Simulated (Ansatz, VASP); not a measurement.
## SnO2 in VASP and in Ansatz

```xyz
3
Lattice="3.2230 0.0000 0.0000 -1.6115 2.7912 0.0000 0.0000 0.0000 5.2868" Properties=species:S:1:pos:R:3 pbc="T T T"
Sn    0.0000    0.0000    0.0000
O     0.0000    1.8608    1.0133
O     1.6115    0.9304    4.2735
```

Change from the starting cell: species swapped into the FeI2 type (P-3m1, No. 164).

Alike in both runs: functional PBE; k mesh 5 × 5 × 3; occupations gaussian, width 0.15 eV; no spin polarisation.

Ansatz relaxed the structure, and its values are those at the end. VASP's run is a single point on that final structure, the one shown.

```csv
,VASP,Ansatz
version,VASP 6.6.1,Ansatz 0.2.0
potentials or method,"VASP PAW PBE potentials, release 64 (Sn_d, O), cutoff 600 eV","scalar-relativistic, plane waves, PAW"
valence electrons in the cell,26,26
```

Ansatz gave:

```
gap on the k mesh at the Fermi level (eV) : 2.25
least direct gap on the mesh (eV)         : 2.53
pressure (GPa)                            : 0.5
rms of the force components (eV/Å)        : 0.000
```

**Question.** Estimate VASP's values.

**Answer.** gap on the k mesh at the Fermi level (eV): 2.23; least direct gap on the mesh (eV): 2.51; pressure (GPa): 0.8; rms of the force components (eV/Å): 0.024.

With one functional, cell and mesh, what is left measures potentials, basis and numerics.

The k mesh is coarse, so the values compare programs but aren't converged.
